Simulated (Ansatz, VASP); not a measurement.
# SiSn2 in VASP and in Ansatz

File INCAR:

```
PREC     = Accurate       # precision mode
ENCUT    = 520            # plane-wave cutoff, eV
EDIFF    = 1E-7           # SCF threshold, eV
ISMEAR   = -1             # smearing method
SIGMA    = 0.02           # smearing width, eV
LREAL    = F              # projectors in reciprocal space
LASPH    = T              # aspherical terms in the spheres
NELM     = 80             # most SCF steps
ALGO     = Normal         # electronic algorithm
ISIF     = 2              # what is computed and relaxed
LWAVE    = F              # write WAVECAR
LCHARG   = F              # write CHGCAR
GGA      = PS             # functional
NBANDS   = 41             # bands
```

KPOINTS

```
Automatic mesh
0
Gamma
  6 6 2
```

File POSCAR:

```
SiSn2
1.0
    4.3891122683      0.0000000001      0.0000000000
   -2.1945561342      3.8010827244      0.0000000000
    0.0000000000      0.0000000000     10.7457090602
Si Sn
2 4
Direct
    0.0000000000      0.0000000000     -0.0080989624
    0.6666666667      0.3333333333      0.6734937263
    0.3333333333      0.6666666667      0.3355399853
    0.6666666667      0.3333333333      0.9167177913
    0.3333333333      0.6666666667      0.5990042122
    0.0000000000      0.0000000000      0.2333432474
```

Input for Ansatz:

```yaml
crystal:
  lattice:
    - [4.3891122683, 1.0e-10, 0.0]
    - [-2.1945561342, 3.8010827244, 0.0]
    - [0.0, 0.0, 10.7457090602]
  atoms:
    - { symbol: Si, position: [0.0, 0.0, -0.0080989624] }
    - { symbol: Si, position: [0.6666666667, 0.3333333333, 0.6734937263] }
    - { symbol: Sn, position: [0.3333333333, 0.6666666667, 0.3355399853] }
    - { symbol: Sn, position: [0.6666666667, 0.3333333333, 0.9167177913] }
    - { symbol: Sn, position: [0.3333333333, 0.6666666667, 0.5990042122] }
    - { symbol: Sn, position: [0.0, 0.0, 0.2333432474] }
kpoints:
  mp_grid: { grid: [6, 6, 2] }
hamiltonian:
  xc: pbesol
scf:
  occupations: { method: fermi_dirac, width: 0.02 }
  n_extra_bands: 5
output:
  forces: true
  stress: true
  eigenvalues: true
```

Alike in both runs: task single point; functional PBEsol; k mesh 6 × 6 × 2; occupations fermi-dirac, width 0.02 eV; no spin polarisation.

|  | VASP | Ansatz |
| --- | --- | --- |
| version | VASP 6.6.1 | Ansatz 0.2.0 |
| potentials or method | VASP PAW PBE potentials, release 64 (Si, Sn_d) | plane waves |
| plane-wave cutoff (eV) | 520 | 420 |
| valence electrons in the cell | 64 | 64 |

```tsv
	VASP	Ansatz	Ansatz less VASP
pressure (GPa)	-0.6	-0.6	+0.05
traceless stress, the component that is largest in VASP (GPa)	-0.06	-0.06	+0.004
rms of the force components (eV/Å)	0.027	0.027	+0.0003
```

VASP's potentials were made for PBE, not for PBEsol. Atom by atom the forces differ by 0.001 eV/Å (rms over components).
